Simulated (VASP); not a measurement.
Write the native input for VASP 6.6.1 that does the following.

| Property | Result |
| --- | --- |
| Task | single point |
| Functional | LDA |
| Potentials or basis | VASP PAW LDA potentials, release 64 (Sr_sv, O) |
| Cutoff | 520 eV |
| k mesh | 15 × 15 × 15 |
| Occupations | fermi-dirac, width 0.1 eV |
| Spin | no spin polarisation |
| Dipole correction | no |
| Further INCAR settings | ALGO = Normal; EDIFF = 1e-06; NBANDS = 15 |

The structure of SrO lies in POSCAR:

```
SrO
1.0
    0.0000000000      2.5663000000      2.5663000000
    2.5663000000      0.0000000000      2.5663000000
    2.5663000000      2.5663000000      0.0000000000
Sr O
1 1
Direct
    0.5000000000      0.5000000000      0.5000000000
    0.0000000000      0.0000000000      0.0000000000
```

These files were run (other wordings do the same):

INCAR

```
SYSTEM = SrO
PREC = Accurate
ENCUT = 520
EDIFF = 1E-6
ISMEAR = -1
SIGMA = 0.1
LREAL = .FALSE.
LASPH = .TRUE.
NELM = 60
ALGO = Normal
ISIF = 2
LWAVE = .FALSE.
LCHARG = .FALSE.
GGA = CA
NBANDS = 15
```

KPOINTS

```
Automatic mesh
0
G
  15 15 15
  0 0 0
```

Potentials or basis: VASP PAW LDA potentials, release 64 (Sr_sv, O).

Command:

```console
$ cat potpaw_LDA.64/Sr_sv/POTCAR potpaw_LDA.64/O/POTCAR > POTCAR
$ mpirun -np 1 vasp_std > vasp.out
```

Results of the run:

- Pressure: -3.1 GPa
- Band gap on the k mesh: 3.12 eV, indirect (least direct gap 3.20 eV)

It took 35 s on 1 thread of Intel(R) Xeon(R) Platinum 8488C (Sapphire Rapids), on a shared host, peak memory 0.18 GiB.
